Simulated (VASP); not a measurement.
# Sc (I4/mmm) in VASP: notebook, part 2 of 2

VASP 6.6.1. The steps go on from the part before.

**5. Single point, PBEsol (strain +0.015 along x and y, +0.030 along z)**

Contents of INCAR:

```
PREC     = Accurate       # precision mode
ENCUT    = 520            # plane-wave cutoff, eV
EDIFF    = 1E-6           # SCF threshold, eV
ISMEAR   = 0              # smearing method
SIGMA    = 0.15           # smearing width, eV
LREAL    = False          # projectors in reciprocal space
LASPH    = True           # aspherical terms in the spheres
NELM     = 100            # most SCF steps
ALGO     = Normal         # electronic algorithm
ISIF     = 2              # what is computed and relaxed
LWAVE    = False          # write WAVECAR
LCHARG   = False          # write CHGCAR
GGA      = PS             # functional
NBANDS   = 12             # bands
```

Contents of KPOINTS:

```
regular mesh
0
Gamma
  18 18 18
```

Contents of POSCAR:

```
Sc
1.0
    0.0000000000      2.3045575000      2.3386150000
    2.3045575000      0.0000000000      2.3386150000
    2.3045575000      2.3045575000      0.0000000000
Sc
1
Direct
    0.0000000000      0.0000000000      0.0000000000
```

Potentials or basis: VASP PAW PBE potentials, release 64 (Sc_sv).

The run is started by

```sh
cat potpaw_PBE.64/Sc_sv/POTCAR > POTCAR
mpirun -np 1 vasp_std > vasp.out
```

OUTCAR:

```text
PREC = Accurate
   ENCUT = 520
   EDIFF = 1E-6
   ISMEAR = 0
   LREAL = False
   LASPH = True
   NELM = 100
   ISIF = 2
   GGA = PS

 ion  position               nearest neighbor table
   1  0.000  0.000  0.000-

  LATTYP: Found a body centered tetragonal cell.
 ALAT       =     3.2591364718
 C/A-ratio  =     1.4351132702

  Lattice vectors:

 A1 = (  -2.3045575000,   0.0000000000,   2.3386150000)
 A2 = (   2.3045575000,   0.0000000000,   2.3386150000)
 A3 = (   0.0000000000,   2.3045575000,  -2.3386150000)

Analysis of symmetry for initial positions (statically):
=====================================================================
 Subroutine PRICEL returns:
 Original cell was already a primitive cell.

 Routine SETGRP: Setting up the symmetry group for a
 body centered tetragonal supercell.

 Subroutine GETGRP returns: Found 16 space group operations
 (whereof 16 operations were pure point group operations)
 out of a pool of 16 trial point group operations.

The static configuration has the point symmetry D_4h.

Analysis of symmetry for dynamics (positions and initial velocities):
=====================================================================
 Subroutine PRICEL returns:
 Original cell was already a primitive cell.

 Routine SETGRP: Setting up the symmetry group for a
 body centered tetragonal supercell.

 Subroutine GETGRP returns: Found 16 space group operations
 (whereof 16 operations were pure point group operations)
 out of a pool of 16 trial point group operations.

The dynamic configuration has the point symmetry D_4h.

 Subroutine INISYM returns: Found 16 space group operations
 (whereof 16 operations are pure point group operations),
 and found     1 'primitive' translations

----------------------------------------------------------------------------------------

                                     Primitive cell
[... 114 lines left out ...]
   GGA     = PS    functional components
   LHFCALC =     F    Hartree Fock is set to
   AEXX    =    0.0000 exact exchange contribution
   IVDW    =     0    specifies the selected vdW correction
   LEPSILON=     F    determine dielectric tensor
   LRPA    =     F    only Hartree local field effects (RPA)
 non-spin polarized calculation
 Gauss-broadening in eV      SIGMA  =   0.15
  energy-cutoff  :      520.00
  volume of cell :       24.84
 maximum number of plane-waves:       684
   NGX = 13   NGY = 13   NGZ = 13

 number of electron      11.0000000 magnetization

 Free energy of the ion-electron system (eV)
  ---------------------------------------------------
  ext. energy  EPLUGINS =         0.00000000
  ---------------------------------------------------
  free energy    TOTEN  =        -6.55990865 eV

  energy without entropy =       -6.53730672  energy(sigma->0) =       -6.54860769

 E-fermi :   3.5881     XC(G=0):  -9.9562

 val. band max:        3.5831183463   @ k =   0.4444   0.0000   0.1667
 cond. band min:       3.5914087986   @ k =  -0.2778   0.1111   0.2778
 fundamental gap:      0.0082904523
 Fermi energy:         3.5881071810

 k-point     1 :       0.0000    0.0000    0.0000
  band No.  band energies     occupation
      1     -45.6567      2.00000
      2     -24.1635      2.00000
      3     -24.1635      2.00000
      4     -24.1629      2.00000
      5      -1.5940      2.00000
      6       5.0913      0.00000
      7       5.1862      0.00000
      8       5.1862      0.00000
      9       6.4645      0.00000
     10       6.5747      0.00000
     11      16.0750      0.00000
     12      19.2476      0.00000
[... 331 lines left out ...]
 k-point    24 :      -0.2222    0.0556    0.0000
  band No.  band energies     occupation
      1     -45.6279      2.00000
      2     -24.3535      2.00000
      3     -24.2012      2.00000
      4     -24.1819      2.00000
      5      -0.1755      2.00000
      6       4.3304      0.00000
      7       5.2793      0.00000
      8       5.4669      0.00000
      9       6.3637      0.00000
     10       6.7222      0.00000
     11      14.1314      0.00000
     12      16.5563      0.00000

 [... further k-points ...]

------------------------ aborting loop because EDIFF is reached ----------------------------------------

  FORCE on cell =-STRESS in cart. coord.  units (eV):
  Direction    XX          YY          ZZ          XY          YZ          ZX
  --------------------------------------------------------------------------------------
  -------------------------------------------------------------------------------------
  Total       -0.3685520     -0.3685520     -0.4354512      0.0000000      0.0000000     -0.0000000
  in kB      -23.7708932    -23.7708932    -28.0857625      0.0000000      0.0000000     -0.0000000
  external PRESSURE =     -25.2091829 kB  Pullay stress =       0.0000000 kB

 VOLUME and BASIS-vectors are now :
 -----------------------------------------------------------------------------
  energy-cutoff  :      520.00
  volume of cell :       24.84
      direct lattice vectors                 reciprocal lattice vectors
     0.000000000  2.304557500  2.338615000    -0.216961391  0.216961391  0.213801759
     2.304557500  0.000000000  2.338615000     0.216961391 -0.216961391  0.213801759
     2.304557500  2.304557500  0.000000000     0.216961391  0.216961391 -0.213801759

 POSITION                                       TOTAL-FORCE (eV/Angst)
 -----------------------------------------------------------------------------------
      0.00000      0.00000      0.00000        -0.000000      0.000000     -0.000000
 -----------------------------------------------------------------------------------
    total drift:                               -0.000000      0.000000      0.000000

  FREE ENERGIE OF THE ION-ELECTRON SYSTEM (eV)
  ---------------------------------------------------
  free  energy   TOTEN  =        -6.5599086519 eV

  energy  without entropy=       -6.5373067250  energy(sigma->0) =       -6.54860769
```

OSZICAR:

```text
N       E                     dE             d eps       ncg     rms          rms(c)
DAV:   1     0.733081879710E+02    0.73308E+02   -0.50692E+03 11544   0.891E+02
DAV:   2    -0.590169505530E+01   -0.79210E+02   -0.77688E+02 11536   0.284E+02
DAV:   3    -0.732244260244E+01   -0.14207E+01   -0.13931E+01 15612   0.496E+01
DAV:   4    -0.734537399607E+01   -0.22931E-01   -0.22912E-01 14448   0.502E+00
DAV:   5    -0.734575220825E+01   -0.37821E-03   -0.37821E-03 15456   0.604E-01    0.552E+00
DAV:   6    -0.665306605276E+01    0.69269E+00   -0.10400E+00 17432   0.144E+01    0.159E+00
DAV:   7    -0.656570288349E+01    0.87363E-01   -0.20409E-01 18368   0.608E+00    0.601E-01
DAV:   8    -0.656104508158E+01    0.46578E-02   -0.19605E-02 14224   0.205E+00    0.211E-01
DAV:   9    -0.655993025972E+01    0.11148E-02   -0.37728E-03 17240   0.866E-01    0.356E-02
DAV:  10    -0.655991171894E+01    0.18541E-04   -0.14973E-04 17856   0.158E-01    0.115E-02
DAV:  11    -0.655990855824E+01    0.31607E-05   -0.88222E-06 17776   0.428E-02    0.102E-03
DAV:  12    -0.655990865186E+01   -0.93617E-07   -0.51109E-08  6836   0.317E-03
   1 F= -.65599087E+01 E0= -.65486077E+01  d E =-.226019E-01
```

It took 30 s on 1 thread of Intel Xeon 6975P-C (Granite Rapids), shared host; peak memory 0.24 GiB.

What came out:

| Property | Result |
| --- | --- |
| Free energy | -6.5599 eV |
| Pressure | -2.5 GPa |

Stress tensor (GPa, compression positive):
```
-2.38  0.00  0.00
 0.00 -2.38  0.00
 0.00  0.00 -2.81
```

Caveat: the cell differs from its parent crystal (strain +0.015 along x and y, +0.030 along z); the PAW data sets were made with another functional, which shifts forces and pressure a little.

**6. Single point, PBEsol (strain +0.030 along x and y, +0.015 along z)**

Contents of INCAR:

```
ALGO     = Fast           # electronic algorithm
EDIFF    = 1E-6           # SCF threshold, eV
ENCUT    = 520            # plane-wave cutoff, eV
GGA      = PS             # functional
ISIF     = 2              # what is computed and relaxed
ISMEAR   = 0              # smearing method
LASPH    = T              # aspherical terms in the spheres
LCHARG   = F              # write CHGCAR
LREAL    = F              # projectors in reciprocal space
LWAVE    = F              # write WAVECAR
NBANDS   = 12             # bands
NELM     = 80             # most SCF steps
PREC     = Accurate       # precision mode
SIGMA    = 0.15           # smearing width, eV
```

Contents of KPOINTS:

```
k-points
0
Gamma
  18 18 18
```

Contents of POSCAR:

```
Sc
1.0
    0.0000000000      2.3386150000      2.3045575000
    2.3386150000      0.0000000000      2.3045575000
    2.3386150000      2.3386150000      0.0000000000
Sc
1
Direct
    0.0000000000      0.0000000000      0.0000000000
```

Potentials or basis: VASP PAW PBE potentials, release 64 (Sc_sv).

The run is started by

```sh
cat potpaw_PBE.64/Sc_sv/POTCAR > POTCAR
mpirun -np 1 vasp_std > vasp.out
```

It took 45 s on 1 thread of Intel Xeon 6975P-C (Granite Rapids), shared host; peak memory 0.25 GiB.

Results (log left out):

```
Free energy : -6.5536 eV
Pressure    : -3.2 GPa
```

Stress tensor (GPa, compression positive):
```
-3.38  0.00  0.00
 0.00 -3.38  0.00
 0.00  0.00 -2.98
```

Levels at points of the mesh, in eV from the Fermi level:
```tsv
k point	band 2	band 3	band 4	band 5	band 6	band 7	band 8	band 9
(0.00, 0.00, 0.00)	-27.80	-27.80	-27.80	-5.15	1.52	1.52	1.61	2.83
(0.50, 0.00, 0.00)	-28.17	-27.85	-27.84	-1.75	0.20	1.39	1.49	3.74
(0.50, 0.50, 0.00)	-28.15	-27.94	-27.94	-1.46	-0.62	1.98	3.75	3.99
(0.50, 0.00, 0.50)	-28.14	-27.93	-27.92	-1.49	-0.59	1.77	3.75	3.95
```

Caveat: the cell differs from its parent crystal (strain +0.030 along x and y, +0.015 along z); the PAW data sets were made with another functional, which shifts forces and pressure a little.

**7. Summary**

| cell | gap on the mesh (eV) | pressure (GPa) |
| --- | --- | --- |
| a = 3.259, b = 3.259, c = 3.211 Å, angles 60.5, 60.5, 59.0°, 1 atom | none | -1.2 |
| a = 3.235, b = 3.235, c = 3.259 Å, angles 59.8, 59.8, 60.5°, 1 atom | none | -1.1 |
| a = 3.259, b = 3.259, c = 3.307 Å, angles 59.5, 59.5, 61.0°, 1 atom | none | -2.6 |
| a = 3.283, b = 3.283, c = 3.259 Å, angles 60.2, 60.2, 59.5°, 1 atom | none | -2.5 |
| a = 3.283, b = 3.283, c = 3.307 Å, angles 59.8, 59.8, 60.5°, 1 atom | none | -3.2 |

Alike in all rows: task single point; level PBEsol; potentials or basis VASP PAW PBE potentials, release 64 (Sc_sv); no spin polarisation; k mesh 18 × 18 × 18; cutoff (eV) 520; smearing gaussian 0.15 eV.

Caveats: the PAW data sets were made with another functional, which shifts forces and pressure a little.

Absolute energies hang on the potentials; compare differences alone.
